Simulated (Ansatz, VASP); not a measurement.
# Al: VASP beside Ansatz

```
Al
1.0
     0.00000    2.03712    1.87415
     2.03712    0.00000    1.87415
     2.03712    2.03712    0.00000
Al
1
Direct
  0.00000 0.00000 0.00000
```

Alike in both runs: task single point; functional PBEsol; dispersion D3(BJ); k mesh 28 × 28 × 28; occupations gaussian, width 0.15 eV; no spin polarisation.

```csv
,VASP,Ansatz
version,VASP 6.6.1,Ansatz 0.2.0
potentials or method,"VASP PAW PBE potentials, release 64 (Al), cutoff 520 eV","scalar-relativistic, plane waves, PAW"
valence electrons in the cell,3,3
```

VASP gave:

* gap on the k mesh at the Fermi level (eV): none
* pressure (GPa): 0.6
* traceless stress, the component that is largest in VASP (GPa): 3.52

Question: What did Ansatz give for the same quantities?

Answer: gap on the k mesh at the Fermi level (eV): none; pressure (GPa): 0.5; traceless stress, the component that is largest in VASP (GPa): 3.50.

VASP's potentials were made for PBE, not for PBEsol. A gap of «none» marks a metal or a gap that the smearing closes.
